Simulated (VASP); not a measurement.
Here is a VASP 6.6.1 calculation.

INCAR

```
PREC     = Accurate       # precision mode
ENCUT    = 520            # plane-wave cutoff, eV
EDIFF    = 1E-7           # SCF threshold, eV
ISMEAR   = 0              # smearing method
SIGMA    = 0.15           # smearing width, eV
LREAL    = False          # projectors in reciprocal space
LASPH    = True           # aspherical terms in the spheres
NELM     = 100            # most SCF steps
ALGO     = Fast           # electronic algorithm
ISIF     = 2              # what is computed and relaxed
LWAVE    = False          # write WAVECAR
LCHARG   = False          # write CHGCAR
GGA      = PE             # functional
NBANDS   = 15             # bands
```

The input KPOINTS:

```
regular mesh
0
Gamma
  18 18 12
```

File POSCAR:

```
Os
1.0
    2.7340999755      0.0000000000      0.0000000000
   -1.3670499878      2.3678000353      0.0000000000
    0.0000000000      0.0000000000      4.3197000000
Os
2
Direct
    0.2967582260      0.6666666667      0.2500000000
    0.6666666667      0.3333333333      0.7500000000
```

Potentials or basis: VASP PAW PBE potentials, release 64 (Os).

The run is started by

```bash
$ cat potpaw_PBE.64/Os/POTCAR > POTCAR
$ mpirun -np 1 vasp_std > vasp.out
```

Task: Estimate the largest force.

Result: 0.958 eV/Å.

Task: What does it give for the band gap on the k mesh?

Result: Zero (bands 8 and 9 overlap by 3.98 eV).

Task: Predict the pressure.

Result: 9.4 GPa.

Forces on the atoms (eV/Å):
```
Os   0.957 -0.035  0.000
Os  -0.957  0.035  0.000
```

Caveat: the cell differs from its parent crystal (atom 1 (Os) moved by (-0.100, +0.000) A along x and z); the cell stands under pressure; spin-orbit coupling is left out, which moves the levels of the heavy elements.
